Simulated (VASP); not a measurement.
HfO2: single point with LDA

HfO2:

```
Hf O
1.0
     5.07623    0.00000    0.00000
     0.00000    5.07623    0.00000
     0.00000    0.00000    3.08757
Hf O
2 4
Direct
  0.00000 0.00000 0.00000
  0.50000 0.50000 0.50000
  0.19433 0.80567 0.50000
  0.30567 0.30567 0.00000
  0.69433 0.69433 0.00000
  0.80567 0.19433 0.50000
```

This cell differs from its parent crystal: biaxial strain in the a-b plane: +6.0 %, then relaxed in part.

```json
{
  "Program": "VASP 6.6.1",
  "Task": "single point",
  "Functional": "LDA",
  "Potentials or basis": "VASP PAW LDA potentials, release 64 (Hf_pv, O)",
  "Cutoff": "520 eV",
  "k mesh": "6 × 6 × 8",
  "Occupations": "gaussian, width 0.02 eV",
  "Spin": "no spin polarisation",
  "Dipole correction": "no",
  "Further INCAR settings": "ALGO = Normal; EDIFF = 1e-06; NBANDS = 31"
}
```

| Item | Value |
| --- | --- |
| Pressure | -14.8 GPa |
| Largest force | 0.069 eV/Å |
| Band gap on the k mesh | 3.55 eV |

Forces on the atoms (eV/Å):
```
Hf   0.000  0.000  0.000
Hf   0.000  0.000  0.000
O   -0.049  0.049  0.000
O    0.049  0.049  0.000
O   -0.049 -0.049  0.000
O    0.049 -0.049  0.000
```

Stress tensor (GPa, compression positive):
```
-21.20   0.00   0.00
  0.00 -21.20   0.00
  0.00   0.00  -2.02
```

Levels at points of the mesh, in eV from the valence-band top:
```tsv
k point	band 19	band 20	band 21	band 22	band 23	band 24	band 25	band 26
(0.00, 0.00, 0.00)	-0.48	-0.48	-0.44	0.00	3.55	3.89	5.10	5.43
(0.50, 0.00, 0.00)	-0.94	-0.94	-0.56	-0.56	4.28	4.28	6.08	6.08
(0.50, 0.50, 0.00)	-0.89	-0.89	-0.74	-0.74	3.70	3.70	5.69	5.69
(0.00, 0.00, 0.50)	-1.61	-1.61	-0.92	-0.92	5.13	5.13	5.44	5.44
(0.50, 0.00, 0.50)	-1.57	-1.57	-0.76	-0.76	3.88	3.88	6.10	6.10
(0.50, 0.50, 0.50)	-0.87	-0.87	-0.47	-0.47	4.82	4.82	5.21	5.21
```

Run time: 34 s on 1 thread of Intel(R) Xeon(R) 6975P-C (Granite Rapids), on a shared host, peak memory 0.22 GiB.

Caveat: the cell differs from its parent crystal (biaxial strain in the a-b plane: +6.0 %, then relaxed in part); the cell stands under tension; spin-orbit coupling is left out, which moves the levels of the heavy elements. A k mesh can miss the band edges.
